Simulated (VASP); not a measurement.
# Cu (Cmcm) in VASP: notebook, part 2 of 2

VASP 6.6.1. Earlier steps stand in the parts before.

## (3) Single point, PBEsol (normal strain along x +0.0550, normal strain along y -0.0550)

File INCAR:

```
PREC = Accurate
ENCUT = 520
EDIFF = 1E-7
ISMEAR = 0
SIGMA = 0.15
LREAL = F
LASPH = T
NELM = 60
ALGO = Fast
ISIF = 2
LWAVE = F
LCHARG = T
GGA = PS
LELF = T
LVHAR = T
NBANDS = 18
```

File KPOINTS:

```
regular mesh
0
Gamma
  20 20 18
```

File POSCAR:

```
Cu
1.0
    1.2815029451     -3.7416958337      0.0000000000
    1.2815029451      3.7416958337      0.0000000000
    0.0000000000      0.0000000000      2.4675572805
Cu
2
Direct
    0.1338543804      0.8661456196      0.2500000000
    0.8661456196      0.1338543804      0.7500000000
```

Potentials or basis: VASP PAW PBE potentials, release 64 (Cu).

Run with:

```
$ cat potpaw_PBE.64/Cu/POTCAR > POTCAR
$ mpirun -np 1 vasp_std > vasp.out
```

OUTCAR:

```text
PREC = Accurate
   ENCUT = 520
   EDIFF = 1E-7
   ISMEAR = 0
   LREAL = F
   LASPH = T
   NELM = 60
   ISIF = 2
   GGA = PS

 ion  position               nearest neighbor table
   1  0.134  0.866  0.250-   2 2.35   2 2.35   2 2.49   2 2.49   2 2.49   2 2.49
   2  0.866  0.134  0.750-   1 2.35   1 2.35   1 2.49   1 2.49   1 2.49   1 2.49

  LATTYP: Found a base centered orthorhombic cell.
 ALAT       =     2.5630058902
 B/A-ratio  =     2.9197715448
 C/A-ratio  =     0.9627591142

  Lattice vectors:

 A1 = (   1.2815029451,  -3.7416958337,   0.0000000000)
 A2 = (   1.2815029451,   3.7416958337,   0.0000000000)
 A3 = (   0.0000000000,   0.0000000000,   2.4675572805)

Analysis of symmetry for initial positions (statically):
=====================================================================
 Subroutine PRICEL returns:
 Original cell was already a primitive cell.

 Routine SETGRP: Setting up the symmetry group for a
 base centered orthorhombic supercell.

 Subroutine GETGRP returns: Found  8 space group operations
 (whereof  4 operations were pure point group operations)
 out of a pool of  8 trial point group operations.

The static configuration has the point symmetry C_2h.
 The point group associated with its full space group is D_2h.

Analysis of symmetry for dynamics (positions and initial velocities):
=====================================================================
 Subroutine PRICEL returns:
 Original cell was already a primitive cell.

 Routine SETGRP: Setting up the symmetry group for a
 base centered orthorhombic supercell.

 Subroutine GETGRP returns: Found  8 space group operations
 (whereof  4 operations were pure point group operations)
 out of a pool of  8 trial point group operations.

The dynamic configuration has the point symmetry C_2h.
 The point group associated with its full space group is D_2h.

 Subroutine INISYM returns: Found  8 space group operations
 (whereof  4 operations are pure point group operations),
 and found     1 'primitive' translations

----------------------------------------------------------------------------------------

                                     Primitive cell

  volume of cell :      23.6638

  direct lattice vectors                    reciprocal lattice vectors
     1.281502945 -3.741695834  0.000000000     0.390166875 -0.133629248  0.000000000
     1.281502945  3.741695834  0.000000000     0.390166875  0.133629248  0.000000000
     0.000000000  0.000000000  2.467557280     0.000000000  0.000000000  0.405259083

  length of vectors
     3.955064792  3.955064792  2.467557280     0.412416012  0.412416012  0.405259083

  position of ions in fractional coordinates (direct lattice)
     0.133854380  0.866145620  0.250000000
     0.866145620  0.133854380  0.750000000

  ion indices of the primitive-cell ions
   primitive index   ion index
                 1           1
                 2           2

----------------------------------------------------------------------------------------

 KPOINTS: regular mesh

Automatic generation of k-mesh.
 Grid dimensions read from file:
 generate k-points for:   20   20   18

 Generating k-lattice:

  Cartesian coordinates                     Fractional coordinates (reciprocal lattice)
     0.019508344 -0.006681462  0.000000000     0.050000000  0.000000000  0.000000000
     0.019508344  0.006681462  0.000000000     0.000000000  0.050000000  0.000000000
     0.000000000  0.000000000  0.022514393     0.000000000  0.000000000  0.055555556

  Length of vectors
     0.020620801  0.020620801  0.022514393

  Shift w.r.t. Gamma in fractional coordinates (k-lattice)
     0.000000000  0.000000000  0.000000000

 Subroutine IBZKPT returns following result:
 ===========================================

 Found   1110 irreducible k-points:

 Following reciprocal coordinates:
            Coordinates               Weight
  0.000000  0.000000  0.000000      1.000000
  0.050000  0.000000  0.000000      4.000000
  0.100000  0.000000  0.000000      4.000000
  0.150000  0.000000  0.000000      4.000000
  0.200000  0.000000  0.000000      4.000000
  0.250000  0.000000  0.000000      4.000000
[... 16 lines left out ...]
 -0.400000  0.050000  0.000000      4.000000
 -0.350000  0.050000  0.000000      4.000000
 [... further k-points ...]
   k-points           NKPTS =   1110   k-points in BZ     NKDIM =   1110   number of bands    NBANDS=     18
   number of dos      NEDOS =    301   number of ions     NIONS =      2
   total plane-waves  NPLWV =  16200
   dimension x,y,z NGX =    30 NGY =   30 NGZ =   18
   dimension x,y,z NGXF=    60 NGYF=   60 NGZF=   36
   ions per type =               2
   NGX,Y,Z   is equivalent  to a cutoff of  12.61, 12.61, 12.13 a.u.
   NGXF,Y,Z  is equivalent  to a cutoff of  25.22, 25.22, 24.25 a.u.
 SYSTEM =  unknown system
   PREC   = accura    normal or accurate (medium, high low for compatibility)
   ISTART =      0    job   : 0-new  1-cont  2-samecut
   ICHARG =      2    charge: 1-file 2-atom 10-const
   ISPIN  =      1    spin polarized calculation?
   LNONCOLLINEAR =      F non collinear calculations
   LSORBIT =      F    spin-orbit coupling
   LASPH  =      T    aspherical Exc in radial PAW
   ENCUT  =  520.0 eV  38.22 Ry    6.18 a.u.   7.35  7.35  4.59*2*pi/ulx,y,z
   NELM   =     60;   NELMIN=  2; NELMDL= -5     # of ELM steps
   EDIFF  = 0.1E-06   stopping-criterion for ELM
   LREAL  =      F    real-space projection
   EDIFFG = 0.1E-05   stopping-criterion for IOM
   NSW    =      0    number of steps for IOM
   IBRION =     -1    ionic relax: 0-MD 1-quasi-New 2-CG
   NFREE  =      0    steps in history (QN), initial steepest desc. (CG)
   ISIF   =      2    stress and relaxation
   ISYM   =      2    0-nonsym 1-usesym 2-fastsym
   POTIM  = 0.5000    time-step for ionic-motion
   TEBEG  =    0.0;   TEEND  =   0.0 temperature during run
   PSTRESS=    0.0 pullay stress
   NELECT =      22.0000    total number of electrons
   NUPDOWN=      -1.0000    fix difference up-down
   EMIN   =  10.00;   EMAX   =-10.00  energy-range for DOS
   EFERMI =   0.00;   METHOD = LEGACY
   ISMEAR =     0;   SIGMA  =   0.15  broadening in eV -4-tet -1-fermi 0-gaus
   EFERMI_NEDOS =   21; number of points for ismear=-14 and -15
   IALGO  =     68    algorithm
   IMIX   =      4    mixing-type and parameters
     AMIX     =   0.40;   BMIX     =  1.00
     AMIX_MAG =   1.60;   BMIX_MAG =  1.00
  volume/ion in A,a.u.               =      11.83        79.85
  Fermi-wavevector in a.u.,A,eV,Ry     =   1.597793  3.019392 34.734907  2.552944
  Thomas-Fermi vector in A             =   2.695344
   LORBIT       =      0    0 simple, 1 ext, 2 COOP (PROOUT), +10 PAW based schemes
   GGA     = PS    functional components
   LHFCALC =     F    Hartree Fock is set to
   AEXX    =    0.0000 exact exchange contribution
   IVDW    =     0    specifies the selected vdW correction
   LEPSILON=     F    determine dielectric tensor
   LRPA    =     F    only Hartree local field effects (RPA)
 non-spin polarized calculation
 RMM-DIIS sequential band-by-band and
 Gauss-broadening in eV      SIGMA  =   0.15
  energy-cutoff  :      520.00
  volume of cell :       23.66
 maximum number of plane-waves:       654
 NGX is ok and might be reduce to    30
   NGX = 15   NGY = 15   NGZ =  9

 number of electron      21.9999995 magnetization

 Free energy of the ion-electron system (eV)
  ---------------------------------------------------
  ext. energy  EPLUGINS =         0.00000000
  ---------------------------------------------------
  free energy    TOTEN  =        -8.21490842 eV

  energy without entropy =       -8.20886726  energy(sigma->0) =       -8.21188784

 E-fermi :   7.3964     XC(G=0): -12.8504

 val. band max:        7.3908409325   @ k =   0.2500   0.0500   0.4444
 cond. band min:       7.3975272570   @ k =  -0.1000   0.0500   0.5000
 fundamental gap:      0.0066863245
 Fermi energy:         7.3964212336

 k-point     1 :       0.0000    0.0000    0.0000
  band No.  band energies     occupation
      1      -2.0040      2.00000
      2       2.3157      2.00000
      3       3.2840      2.00000
      4       3.7787      2.00000
      5       4.1418      2.00000
      6       4.7515      2.00000
[... 10 lines left out ...]
     17      26.2714      0.00000
     18      26.9815      0.00000
[... 466 lines left out ...]
      2       2.6952      2.00000
      3       3.5793      2.00000
      4       3.6561      2.00000
      5       4.3652      2.00000
      6       4.4099      2.00000
[... 10 lines left out ...]
     17      28.4977      0.00000
     18      29.2387      0.00000

 [... further k-points ...]

------------------------ aborting loop because EDIFF is reached ----------------------------------------

  FORCE on cell =-STRESS in cart. coord.  units (eV):
  Direction    XX          YY          ZZ          XY          YZ          ZX
  --------------------------------------------------------------------------------------
  -------------------------------------------------------------------------------------
  Total       -1.2581575      1.8358234      1.0608209      0.0000000      0.0000000      0.0000000
  in kB      -85.1844380    124.2957138     71.8236266      0.0000000      0.0000000      0.0000000
  external PRESSURE =      36.9783008 kB  Pullay stress =       0.0000000 kB

 VOLUME and BASIS-vectors are now :
 -----------------------------------------------------------------------------
  energy-cutoff  :      520.00
  volume of cell :       23.66
      direct lattice vectors                 reciprocal lattice vectors
     1.281502945 -3.741695834  0.000000000     0.390166875 -0.133629248  0.000000000
     1.281502945  3.741695834  0.000000000     0.390166875  0.133629248  0.000000000
     0.000000000  0.000000000  2.467557280     0.000000000  0.000000000  0.405259083

 POSITION                                       TOTAL-FORCE (eV/Angst)
 -----------------------------------------------------------------------------------
      1.28150      2.74001      0.61689         0.000000     -0.413850     -0.000000
      1.28150     -2.74001      1.85067         0.000000      0.413850      0.000000
 -----------------------------------------------------------------------------------
    total drift:                                0.000000     -0.000000      0.000000

  FREE ENERGIE OF THE ION-ELECTRON SYSTEM (eV)
  ---------------------------------------------------
  free  energy   TOTEN  =        -8.2149084206 eV

  energy  without entropy=       -8.2088672638  energy(sigma->0) =       -8.21188784
```

OSZICAR:

```text
N       E                     dE             d eps       ncg     rms          rms(c)
DAV:   1     0.120908917466E+03    0.12091E+03   -0.10441E+04 43088   0.217E+03
DAV:   2    -0.413623353005E+01   -0.12505E+03   -0.11860E+03 40080   0.287E+02
DAV:   3    -0.102260829647E+02   -0.60898E+01   -0.58818E+01 45004   0.865E+01
DAV:   4    -0.102905382441E+02   -0.64455E-01   -0.64413E-01 47332   0.950E+00
DAV:   5    -0.102914170487E+02   -0.87880E-03   -0.87877E-03 49508   0.960E-01    0.118E+01
RMM:   6    -0.901670618246E+01    0.12747E+01   -0.11949E+01 46566   0.613E+01    0.661E+00
RMM:   7    -0.823634458404E+01    0.78036E+00   -0.21132E+00 46223   0.269E+01    0.142E+00
RMM:   8    -0.821621795455E+01    0.20127E-01   -0.59440E-02 48983   0.246E+00    0.251E-01
RMM:   9    -0.821474415447E+01    0.14738E-02   -0.11238E-02 49599   0.184E+00    0.412E-02
RMM:  10    -0.821491271302E+01   -0.16856E-03   -0.21544E-03 49380   0.641E-01    0.835E-02
RMM:  11    -0.821488299995E+01    0.29713E-04   -0.74888E-04 51446   0.303E-01    0.204E-02
RMM:  12    -0.821490178163E+01   -0.18782E-04   -0.25397E-04 55561   0.212E-01    0.544E-03
RMM:  13    -0.821491089084E+01   -0.91092E-05   -0.67085E-05 49482   0.921E-02    0.187E-02
RMM:  14    -0.821490703114E+01    0.38597E-05   -0.29108E-05 48191   0.868E-02    0.704E-04
RMM:  15    -0.821490824209E+01   -0.12109E-05   -0.11494E-05 49632   0.278E-02    0.130E-03
RMM:  16    -0.821490843116E+01   -0.18908E-06   -0.14846E-06 42195   0.120E-02    0.216E-03
RMM:  17    -0.821490842064E+01    0.10520E-07   -0.77509E-08 26946   0.381E-03
   1 F= -.82149084E+01 E0= -.82118878E+01  d E =-.604116E-02
```

stdout:

```text
POSCAR found type information on POSCAR Cu
 POSCAR found :  1 types and       2 ions
[... 32 lines left out ...]
 num prob  num prob  num prob WARNING in EDDRMM: call to ZHEGV failed, returncode =   6  3     16
 num prob  num prob  num prob  num prob  num prob  num prob  num prob  num prob  num prob  num prob  num prob  num prob  num prob  num prob  num prob  num prob  num prob WARNING in EDDRMM: call to ZHEGV failed, returncode =   8  4     18
 num prob  num prob  num prob  num prob  num prob  num prob  num prob  num prob  num prob  num prob  num prob  num prob  num prob  num prob  num prob  num prob  num prob  num prob  num prob  num prob  num prob RMM:  17    -0.821490842064E+01    0.10520E-07   -0.77509E-08 26946   0.381E-03
```

Wall time 12 min (1 thread of Intel Xeon 8259CL, shared host); peak memory 0.47 GiB.

What came out:

* Free energy: -8.2149 eV
* Pressure: 3.7 GPa
* Largest force: 0.414 eV/Å
* Band gap on the k mesh: zero (bands 11 and 12 overlap by 5.21 eV)

Forces in eV/Å, atoms in the order of the input:
```
Cu   0.000 -0.414  0.000
Cu   0.000  0.414  0.000
```

Caveat: the cell differs from its parent crystal (normal strain along x +0.0550, normal strain along y -0.0550); the stress differs along the axes, from -9 to 12 GPa; the PAW data sets were made with another functional, which shifts forces and pressure a little.

## (4) Single point, PBEsol (normal strain along x -0.0550, normal strain along y +0.1100)

File INCAR:

```
SYSTEM = Cu
ALGO = Fast
EDIFF = 1E-6
ENCUT = 520
GGA = PS
ISIF = 2
ISMEAR = 0
LASPH = .TRUE.
LCHARG = .TRUE.
LELF = .TRUE.
LREAL = .FALSE.
LVHAR = .TRUE.
LWAVE = .FALSE.
NBANDS = 18
NELM = 60
PREC = Accurate
SIGMA = 0.15
```

File KPOINTS:

```
k-points
0
G
  20 20 18
  0 0 0
```

File POSCAR:

```
Cu
1.0
    1.1478865243     -4.3950078047      0.0000000000
    1.1478865243      4.3950078047      0.0000000000
    0.0000000000      0.0000000000      2.4675572805
Cu
2
Direct
    0.1338543804      0.8661456196      0.2500000000
    0.8661456196      0.1338543804      0.7500000000
```

Run with:

```
$ cat potpaw_PBE.64/Cu/POTCAR > POTCAR
$ mpirun -np 1 vasp_std > vasp.out
```

Run time: 12 min. Hardware: 1 thread of Intel Xeon 8259CL, shared host; peak memory 0.51 GiB.

It converged, with:

```yaml
Free_energy: -8.0947 eV
Pressure: -3.3 GPa
Largest_force: 0.095 eV/Å
Band_gap_on_the_k_mesh: zero (bands 11 and 12 overlap by 6.25 eV)
```

Forces on the atoms (eV/Å):
```
Cu   0.000  0.095  0.000
Cu   0.000 -0.095  0.000
```

Stress tensor (GPa, compression positive):
```
 15.33   0.00   0.00
  0.00 -17.72   0.00
  0.00   0.00  -7.49
```

Levels at points of the mesh, in eV from the Fermi level:
```
           k point  band 8  band 9  band 10  band 11  band 12  band 13  band 14  band 15
(0.00, 0.00, 0.00)   -1.67   -1.51    -1.49    -1.44    -1.16     2.81    15.22    20.16
(0.50, 0.00, 0.00)   -2.32   -1.98    -1.63     0.00     1.72     3.12     6.79    11.21
(0.50, 0.50, 0.00)   -2.13   -1.97    -1.55    -1.42    -1.40     9.95    11.69    17.42
(0.00, 0.00, 0.50)   -2.16   -1.56    -1.56     0.07     0.07     6.75     6.75     7.78
(0.50, 0.00, 0.50)   -1.76   -0.94    -0.94     4.57     4.57     7.87     7.87    10.14
(0.50, 0.50, 0.50)   -1.67   -1.53    -1.53    -0.95    -0.95     3.31     3.31    14.32
```

Caveat: the cell differs from its parent crystal (normal strain along x -0.0550, normal strain along y +0.1100); the stress differs along the axes, from -18 to 15 GPa; the PAW data sets were made with another functional, which shifts forces and pressure a little.

## (5) The runs side by side

```tsv
cell	further INCAR settings	gap on the mesh (eV)	pressure (GPa)	largest force (eV/Å)
a = 4.332, b = 4.332, c = 2.468 Å, angles 90.0, 90.0, 149.3°, 2 atoms	ALGO = Fast; EDIFF = 1e-06; NBANDS = 18	none	2.4	0.19
a = 3.955, b = 3.955, c = 2.468 Å, angles 90.0, 90.0, 142.2°, 2 atoms	ALGO = Fast; EDIFF = 1e-07; NBANDS = 18	none	3.7	0.41
a = 4.542, b = 4.542, c = 2.468 Å, angles 90.0, 90.0, 150.7°, 2 atoms	ALGO = Fast; EDIFF = 1e-06; NBANDS = 18	none	-3.3	0.09
```

Alike in all rows: task single point; level PBEsol; potentials or basis VASP PAW PBE potentials, release 64 (Cu); no spin polarisation; k mesh 20 × 20 × 18; cutoff (eV) 520; smearing gaussian 0.15 eV.

Caveats: the PAW data sets were made with another functional, which shifts forces and pressure a little; the stress differs along the axes, from -9 to 19 GPa (at least some runs); the stress differs along the axes, from -9 to 12 GPa (at least some runs); the stress differs along the axes, from -18 to 15 GPa (at least some runs).

Absolute energies hang on the potentials; compare differences alone.
